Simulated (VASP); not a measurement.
# ZnS: electric field gradients with PBE

ZnS:

```
Zn S
1.0
     0.00000    2.75770    2.75770
     2.75770    0.00000    2.75770
     2.75770    2.75770    0.00000
Zn S
1 1
Direct
  0.00000 0.00000 0.00000
  0.75000 0.75000 0.75000
```

This cell differs from its parent crystal: volume scaled by 1.06.

```
Program                : VASP 6.6.1
Task                   : electric field gradients
Functional             : PBE
Potentials or basis    : VASP PAW PBE potentials, release 64 (Zn, S)
Cutoff                 : 520 eV
k mesh                 : 8 × 8 × 8
Occupations            : fermi-dirac, width 0.01 eV
Spin                   : no spin polarisation
Dipole correction      : no
Further INCAR settings : ALGO = Normal; EDIFF = 1e-08; NBANDS = 16
```

```json
{
  "Pressure": "-2.4 GPa",
  "Band gap on the k mesh": "1.85 eV, direct"
}
```

Levels at points of the mesh, in eV from the valence-band top:
```tsv
k point	band 5	band 6	band 7	band 8	band 9	band 10	band 11	band 12	band 13	band 14
(0.00, 0.00, 0.00)	-5.69	-5.69	0.00	0.00	0.00	1.85	6.43	6.43	6.43	11.53
(0.50, 0.00, 0.00)	-5.66	-5.51	-4.90	-0.78	-0.78	3.19	6.95	6.95	8.64	11.90
(0.50, 0.50, 0.00)	-5.62	-5.49	-4.32	-2.01	-2.01	3.54	4.06	10.56	11.55	11.55
```

Wall time 41 s on 1 thread of Intel Xeon 8259CL (shared host), peak memory 0.17 GiB.

Caveat: without QUAD_EFG the Cq values of the log hold for a quadrupole moment of 1 mb, not for the nuclei.
